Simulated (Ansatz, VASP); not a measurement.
**CdS in VASP and in Ansatz**

```xyz
2
Lattice="0.0000 2.8782 2.8782 2.8782 0.0000 2.8782 2.8782 2.8782 0.0000" Properties=species:S:1:pos:R:3 pbc="T T T"
Cd    0.0000    0.0000    0.0000
S     1.4391    1.4391    1.4391
```

Alike in both runs: functional LDA; k mesh 8 × 8 × 8; occupations gaussian, width 0.02 eV; no spin polarisation.

Ansatz relaxed the structure, and its values are those at the end. VASP's run is a single point on that final structure, the one shown.

|  | VASP | Ansatz |
| --- | --- | --- |
| version | VASP 6.6.1 | Ansatz 0.2.0 |
| potentials or method | VASP PAW LDA potentials, release 64 (Cd, S), cutoff 500 eV | scalar-relativistic, plane waves, PAW |
| valence electrons in the cell | 18 | 26 |

```tsv
	VASP	Ansatz	Ansatz less VASP
gap on the k mesh at the Fermi level (eV)	0.98	0.95	-0.030
least direct gap on the mesh (eV)	0.98	0.95	-0.030
pressure (GPa)	0.6	0.0	-0.54
```

Ansatz warns that its potentials were made for another functional, while VASP's fit it. LDA's correlation is that of Perdew and Zunger in VASP and of Perdew and Wang (1992) in Ansatz. VASP's potentials hold 18 valence electrons a cell and Ansatz's 26, so a difference there can come from the potentials and not from the codes.
